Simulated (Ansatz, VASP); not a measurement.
## HgTe: VASP beside Ansatz

File POSCAR:

```
HgTe
1.0
    0.0000000000      3.1764197713      3.1764197713
    3.1764197713      0.0000000000      3.1764197713
    3.1764197713      3.1764197713      0.0000000000
Hg Te
1 1
Direct
    0.0000000000      0.0000000000      0.0000000000
    0.2500000000      0.2500000000      0.2500000000
```

File INCAR.step1:

```
PREC = Accurate
ENCUT = 520
ISMEAR = 0
SIGMA = 0.05
LREAL = F
LASPH = T
NELM = 100
NBANDS = 16
GGA = PE
ALGO = Normal
EDIFF = 1E-4
LWAVE = T
LCHARG = F
```

The input INCAR.step2:

```
PREC = Accurate
ENCUT = 520
EDIFF = 1E-6
ISMEAR = 0
SIGMA = 0.05
LREAL = F
LASPH = T
NELM = 100
ALGO = Normal
ISIF = 2
LWAVE = F
LCHARG = F
METAGGA = R2SCAN
LMIXTAU = T
IVDW = 12
VDW_S6 = 1.0
VDW_S8 = 0.78981345
VDW_A1 = 0.49484001
VDW_A2 = 5.73083694
NBANDS = 16
ISTART = 1
```

KPOINTS

```
Automatic mesh
0
Gamma
  10 10 10
```

Input for Ansatz:

```yaml
crystal:
  lattice:
    - [0.0, 3.1764197713, 3.1764197713]
    - [3.1764197713, 0.0, 3.1764197713]
    - [3.1764197713, 3.1764197713, 0.0]
  atoms:
    - { symbol: Hg, position: [0.0, 0.0, 0.0] }
    - { symbol: Te, position: [0.25, 0.25, 0.25] }
basis:
  ecutwfc: 500
  ecutrho_ratio: 4
kpoints:
  mp_grid: { grid: [10, 10, 10] }
hamiltonian:
  xc: r2scan
  dispersion: d3bj
scf:
  occupations: { method: gaussian, width: 0.05 }
output:
  forces: true
  stress: true
  eigenvalues: true
```

Alike in both runs: task single point; functional r2SCAN; dispersion D3(BJ); k mesh 10 × 10 × 10; occupations gaussian, width 0.05 eV; no spin polarisation.

|  | VASP | Ansatz |
| --- | --- | --- |
| version | VASP 6.6.1 | Ansatz 0.2.0 |
| potentials or method | VASP PAW PBE potentials, release 64 (Hg, Te), cutoff 520 eV | scalar-relativistic, plane waves, PAW |
| valence electrons in the cell | 18 | 36 |

VASP gave:

* gap on the k mesh at the Fermi level (eV): none
* pressure (GPa): 4.5

Estimate Ansatz's values.

gap on the k mesh at the Fermi level (eV): none; pressure (GPa): 4.4.

VASP's potentials were made for PBE, not for r2SCAN. A gap of «none» marks a metal or a gap that the smearing closes. VASP's potentials hold 18 valence electrons a cell and Ansatz's 36, so a difference there can come from the potentials and not from the codes. Ansatz's warnings: dispersion damping borrowed.

Neither program's run includes spin-orbit coupling.
